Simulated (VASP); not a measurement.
# CsGeBr3 in VASP: single point with LDA

Aim: the single point of CsGeBr3 with LDA.

All numbers are computed with VASP 6.6.1; they aren't measurements. Logs are shortened: lines on timing, memory, paths and dates and some standing lists are left out, and cuts for length are marked.

## 1. The cell of the first run

The typed cell holds 5 atoms: a = 5.380 Å, b = 5.380 Å, c = 5.380 Å, α = 90.00°, β = 90.00°, γ = 90.00°.

## 2. Single point, LDA

INCAR reads:

```
SYSTEM = CsGeBr3
  PREC = Accurate
  ENCUT = 520
  EDIFF = 1E-6
  ISMEAR = 0
  SIGMA = 0.01
  LREAL = .FALSE.
  LASPH = .TRUE.
  NELM = 100
  ALGO = Normal
  ISIF = 2
  LWAVE = .FALSE.
  LCHARG = .FALSE.
  GGA = CA
  NBANDS = 30
```

KPOINTS reads:

```
regular mesh
0
G
  9 9 9
  0 0 0
```

POSCAR reads:

```
CsGeBr3
1.0
    3.8042727373      2.1963978890      3.1064769239
   -3.8042727373      2.1963978890      3.1064769239
    0.0000000000     -4.3927957779      3.1064769239
Cs Ge Br
1 1 3
Direct
    0.0013040400      0.0013040400      0.0013040400
    0.5013040400      0.5013040400      0.5013040400
    0.0013040400      0.5013040400      0.5013040400
    0.5013040400      0.5013040400      0.0013040400
    0.5013040400      0.0013040400      0.5013040400
```

Potentials or basis: VASP PAW LDA potentials, release 64 (Cs_sv, Ge_d, Br).

Command:

```sh
$ cat potpaw_LDA.64/Cs_sv/POTCAR potpaw_LDA.64/Ge_d/POTCAR potpaw_LDA.64/Br/POTCAR > POTCAR
$ mpirun -np 1 vasp_std > vasp.out
```

OUTCAR:

```text
SYSTEM = CsGeBr3
   PREC = Accurate
   ENCUT = 520
   EDIFF = 1E-6
   ISMEAR = 0
   LREAL = .FALSE.
   LASPH = .TRUE.
   NELM = 100
   ISIF = 2
   GGA = CA

 ion  position               nearest neighbor table
   1  0.001  0.001  0.001-
   2  0.501  0.501  0.501-   4 2.69   4 2.69   5 2.69   3 2.69   5 2.69   3 2.69
   3  0.001  0.501  0.501-   2 2.69   2 2.69
   4  0.501  0.501  0.001-   2 2.69   2 2.69
   5  0.501  0.001  0.501-   2 2.69   2 2.69

  LATTYP: Found a trigonal (rhomboedric) cell.
 ALAT       =     5.3802280273
 COS(alpha) =     0.0000646532

  Lattice vectors:

 A1 = (   3.8042727373,   2.1963978890,   3.1064769239)
 A2 = (  -3.8042727373,   2.1963978890,   3.1064769239)
 A3 = (   0.0000000000,  -4.3927957779,   3.1064769239)

Analysis of symmetry for initial positions (statically):
=====================================================================
 Subroutine PRICEL returns:
 Original cell was already a primitive cell.

 Routine SETGRP: Setting up the symmetry group for a
 trigonal (rhombohedral) supercell.

 Subroutine GETGRP returns: Found 12 space group operations
 (whereof  6 operations were pure point group operations)
 out of a pool of 12 trial point group operations.

The static configuration has the point symmetry C_3v.
 The point group associated with its full space group is D_3d.

Analysis of symmetry for dynamics (positions and initial velocities):
=====================================================================
 Subroutine PRICEL returns:
 Original cell was already a primitive cell.

 Routine SETGRP: Setting up the symmetry group for a
 trigonal (rhombohedral) supercell.

 Subroutine GETGRP returns: Found 12 space group operations
 (whereof  6 operations were pure point group operations)
 out of a pool of 12 trial point group operations.

The dynamic configuration has the point symmetry C_3v.
 The point group associated with its full space group is D_3d.

 Subroutine INISYM returns: Found 12 space group operations
 (whereof  6 operations are pure point group operations),
 and found     1 'primitive' translations

----------------------------------------------------------------------------------------

                                     Primitive cell

  volume of cell :     155.7407

  direct lattice vectors                    reciprocal lattice vectors
     3.804272737  2.196397889  3.106476924     0.131431166  0.075881819  0.107302691
    -3.804272737  2.196397889  3.106476924    -0.131431166  0.075881819  0.107302691
     0.000000000 -4.392795778  3.106476924     0.000000000 -0.151763638  0.107302691

  length of vectors
     5.380228027  5.380228027  5.380228027     0.185865729  0.185865729  0.185865729

  position of ions in fractional coordinates (direct lattice)
     0.001304040  0.001304040  0.001304040
     0.501304040  0.501304040  0.501304040
     0.001304040  0.501304040  0.501304040
     0.501304040  0.501304040  0.001304040
     0.501304040  0.001304040  0.501304040

  ion indices of the primitive-cell ions
   primitive index   ion index
                 1           1
                 2           2
                 3           3
                 4           4
                 5           5

----------------------------------------------------------------------------------------

 KPOINTS: regular mesh

Automatic generation of k-mesh.
 Grid dimensions read from file:
 generate k-points for:    9    9    9

 Generating k-lattice:

  Cartesian coordinates                     Fractional coordinates (reciprocal lattice)
     0.014603463  0.008431313  0.011922521     0.111111111 -0.000000000 -0.000000000
    -0.014603463  0.008431313  0.011922521    -0.000000000  0.111111111 -0.000000000
     0.000000000 -0.016862626  0.011922521     0.000000000  0.000000000  0.111111111

  Length of vectors
     0.020651748  0.020651748  0.020651748

  Shift w.r.t. Gamma in fractional coordinates (k-lattice)
     0.000000000  0.000000000  0.000000000

 Subroutine IBZKPT returns following result:
 ===========================================

 Found     85 irreducible k-points:

 Following reciprocal coordinates:
            Coordinates               Weight
  0.000000  0.000000  0.000000      1.000000
  0.111111  0.000000 -0.000000      6.000000
  0.222222  0.000000  0.000000      6.000000
  0.333333  0.000000  0.000000      6.000000
  0.444444  0.000000  0.000000      6.000000
  0.111111  0.111111 -0.000000      6.000000
[... 16 lines left out ...]
 -0.333333  0.333333  0.000000      6.000000
  0.444444  0.444444  0.000000      6.000000
 [... further k-points ...]
   k-points           NKPTS =     85   k-points in BZ     NKDIM =     85   number of bands    NBANDS=     30
   number of dos      NEDOS =    301   number of ions     NIONS =      5
   total plane-waves  NPLWV =  64000
   dimension x,y,z NGX =    40 NGY =   40 NGZ =   40
   dimension x,y,z NGXF=    80 NGYF=   80 NGZF=   80
   ions per type =               1   1   3
   NGX,Y,Z   is equivalent  to a cutoff of  12.36, 12.36, 12.36 a.u.
   NGXF,Y,Z  is equivalent  to a cutoff of  24.72, 24.72, 24.72 a.u.
 SYSTEM =  CsGeBr3
   PREC   = accura    normal or accurate (medium, high low for compatibility)
   ISTART =      0    job   : 0-new  1-cont  2-samecut
   ICHARG =      2    charge: 1-file 2-atom 10-const
   ISPIN  =      1    spin polarized calculation?
   LNONCOLLINEAR =      F non collinear calculations
   LSORBIT =      F    spin-orbit coupling
   LASPH  =      T    aspherical Exc in radial PAW
   ENCUT  =  520.0 eV  38.22 Ry    6.18 a.u.  10.00 10.00 10.00*2*pi/ulx,y,z
   NELM   =    100;   NELMIN=  2; NELMDL= -5     # of ELM steps
   EDIFF  = 0.1E-05   stopping-criterion for ELM
   LREAL  =      F    real-space projection
   EDIFFG = 0.1E-04   stopping-criterion for IOM
   NSW    =      0    number of steps for IOM
   IBRION =     -1    ionic relax: 0-MD 1-quasi-New 2-CG
   NFREE  =      0    steps in history (QN), initial steepest desc. (CG)
   ISIF   =      2    stress and relaxation
   ISYM   =      2    0-nonsym 1-usesym 2-fastsym
   POTIM  = 0.5000    time-step for ionic-motion
   TEBEG  =    0.0;   TEEND  =   0.0 temperature during run
   PSTRESS=    0.0 pullay stress
   NELECT =      44.0000    total number of electrons
   NUPDOWN=      -1.0000    fix difference up-down
   EMIN   =  10.00;   EMAX   =-10.00  energy-range for DOS
   EFERMI =   0.00;   METHOD = LEGACY
   ISMEAR =     0;   SIGMA  =   0.01  broadening in eV -4-tet -1-fermi 0-gaus
   EFERMI_NEDOS =   21; number of points for ismear=-14 and -15
   IALGO  =     38    algorithm
   IMIX   =      4    mixing-type and parameters
     AMIX     =   0.40;   BMIX     =  1.00
     AMIX_MAG =   1.60;   BMIX_MAG =  1.00
  volume/ion in A,a.u.               =      31.15       210.20
  Fermi-wavevector in a.u.,A,eV,Ry     =   1.074216  2.029974 15.700314  1.153941
  Thomas-Fermi vector in A             =   2.210038
   LORBIT       =      0    0 simple, 1 ext, 2 COOP (PROOUT), +10 PAW based schemes
   GGA     = CA    functional components
   LHFCALC =     F    Hartree Fock is set to
   AEXX    =    0.0000 exact exchange contribution
   IVDW    =     0    specifies the selected vdW correction
   LEPSILON=     F    determine dielectric tensor
   LRPA    =     F    only Hartree local field effects (RPA)
 non-spin polarized calculation
 Gauss-broadening in eV      SIGMA  =   0.01
  energy-cutoff  :      520.00
  volume of cell :      155.74
 maximum number of plane-waves:      4212
   NGX = 21   NGY = 21   NGZ = 21

 number of electron      43.9999966 magnetization

 Free energy of the ion-electron system (eV)
  ---------------------------------------------------
  ext. energy  EPLUGINS =         0.00000000
  ---------------------------------------------------
  free energy    TOTEN  =       -18.23912645 eV

  energy without entropy =      -18.23912645  energy(sigma->0) =      -18.23912645

 E-fermi :   2.3683     XC(G=0):  -8.9954

 val. band max:        2.2563901667   @ k =   0.4444   0.4444   0.4444
 cond. band min:       3.2352102910   @ k =   0.4444   0.4444   0.4444
 fundamental gap:      0.9788201242
 Fermi energy:         2.3682612801

 k-point     1 :       0.0000    0.0000    0.0000
  band No.  band energies     occupation
      1     -22.8082      2.00000
      2     -22.8082      2.00000
      3     -22.7886      2.00000
      4     -22.7886      2.00000
      5     -22.7885      2.00000
      6     -18.8680      2.00000
[... 22 lines left out ...]
     29       8.3768      0.00000
     30       8.3773      0.00000

 k-point     2 :       0.1111    0.0000   -0.0000
  band No.  band energies     occupation
      1     -22.8082      2.00000
      2     -22.8080      2.00000
      3     -22.7886      2.00000
      4     -22.7886      2.00000
      5     -22.7886      2.00000
      6     -18.8673      2.00000
[... 22 lines left out ...]
     29       7.8015      0.00000
     30       8.3308      0.00000

 k-point     3 :       0.2222    0.0000    0.0000
  band No.  band energies     occupation
      1     -22.8082      2.00000
      2     -22.8074      2.00000
      3     -22.7886      2.00000
      4     -22.7886      2.00000
      5     -22.7886      2.00000
      6     -18.8653      2.00000
[... 22 lines left out ...]
     29       7.1380      0.00000
     30       8.2619      0.00000

 k-point     4 :       0.3333    0.0000    0.0000
  band No.  band energies     occupation
      1     -22.8082      2.00000
      2     -22.8067      2.00000
      3     -22.7886      2.00000
      4     -22.7886      2.00000
      5     -22.7885      2.00000
      6     -18.8631      2.00000
[... 616 lines left out ...]
     29       8.3631      0.00000
     30       8.7125      0.00000

 k-point    23 :      -0.3333    0.3333    0.0000
  band No.  band energies     occupation
      1     -22.8075      2.00000
      2     -22.8060      2.00000
      3     -22.7887      2.00000
      4     -22.7886      2.00000
      5     -22.7886      2.00000
      6     -18.8590      2.00000
[... 22 lines left out ...]
     29       8.1279      0.00000
     30       8.3896      0.00000

 k-point    24 :       0.4444    0.4444    0.0000
  band No.  band energies     occupation
      1     -22.8072      2.00000
      2     -22.8054      2.00000
      3     -22.7888      2.00000
      4     -22.7887      2.00000
      5     -22.7887      2.00000
      6     -18.8567      2.00000
[... 22 lines left out ...]
     29       8.7197      0.00000
     30       8.7685      0.00000

 [... further k-points ...]

------------------------ aborting loop because EDIFF is reached ----------------------------------------

  FORCE on cell =-STRESS in cart. coord.  units (eV):
  Direction    XX          YY          ZZ          XY          YZ          ZX
  --------------------------------------------------------------------------------------
  -------------------------------------------------------------------------------------
  Total        0.0542799      0.0542799      0.0526181      0.0000000      0.0000000     -0.0000000
  in kB        0.5584030      0.5584030      0.5413073      0.0000000      0.0000000     -0.0000000
  external PRESSURE =       0.5527044 kB  Pullay stress =       0.0000000 kB

 VOLUME and BASIS-vectors are now :
 -----------------------------------------------------------------------------
  energy-cutoff  :      520.00
  volume of cell :      155.74
      direct lattice vectors                 reciprocal lattice vectors
     3.804272737  2.196397889  3.106476924     0.131431166  0.075881819  0.107302691
    -3.804272737  2.196397889  3.106476924    -0.131431166  0.075881819  0.107302691
     0.000000000 -4.392795778  3.106476924     0.000000000 -0.151763638  0.107302691

 POSITION                                       TOTAL-FORCE (eV/Angst)
 -----------------------------------------------------------------------------------
      0.00000      0.00000      0.01215         0.000000      0.000000     -0.000000
      0.00000      0.00000      4.67187         0.000000      0.000000     -0.000000
     -1.90214     -1.09820      3.11863        -0.000000     -0.000000     -0.000000
      0.00000      2.19640      3.11863         0.000000      0.000000      0.000000
      1.90214     -1.09820      3.11863        -0.000000     -0.000000      0.000000
 -----------------------------------------------------------------------------------
    total drift:                                0.000000      0.000004     -0.000034

  FREE ENERGIE OF THE ION-ELECTRON SYSTEM (eV)
  ---------------------------------------------------
  free  energy   TOTEN  =       -18.2391264509 eV

  energy  without entropy=      -18.2391264509  energy(sigma->0) =      -18.23912645
```

It took 3.2 min on 1 thread of Intel Xeon Platinum 8488C (Sapphire Rapids), shared host; peak memory 0.47 GiB.

Results:

```yaml
Free_energy: -18.2391 eV
Pressure: 0.1 GPa
Band_gap_on_the_k_mesh: 0.98 eV
```

Caveat: spin-orbit coupling is left out, which moves the levels of the heavy elements; an odd mesh through Γ misses points on the zone boundary, where band edges can lie.
